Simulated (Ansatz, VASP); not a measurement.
# PbO2 in VASP and in Ansatz

```
CELL_PARAMETERS angstrom
0.00000 2.65813 2.65813
2.65813 0.00000 2.65813
2.65813 2.65813 0.00000
ATOMIC_POSITIONS crystal
Pb 0.00000 0.00000 0.00000
O 0.25000 0.25000 0.25000
O 0.75000 0.75000 0.75000
```

Alike in both runs: functional r2SCAN; k mesh 8 × 8 × 8; occupations gaussian, width 0.1 eV; no spin polarisation.

Ansatz relaxed the structure, and its values are those at the end. VASP's run is a single point on that final structure, the one shown.

```csv
,VASP,Ansatz
version,VASP 6.6.1,Ansatz 0.2.0
potentials or method,"VASP PAW PBE potentials, release 64 (Pb_d, O), cutoff 520 eV","scalar-relativistic, plane waves, PAW"
valence electrons in the cell,26,26
```

```tsv
	VASP	Ansatz	Ansatz less VASP
gap on the k mesh at the Fermi level (eV)	none	none	-
pressure (GPa)	1.2	0.0	-1.15
```

VASP's potentials were made for PBE, not for r2SCAN. A gap of «none» marks a metal or a gap that the smearing closes.

Spin-orbit coupling is off throughout.
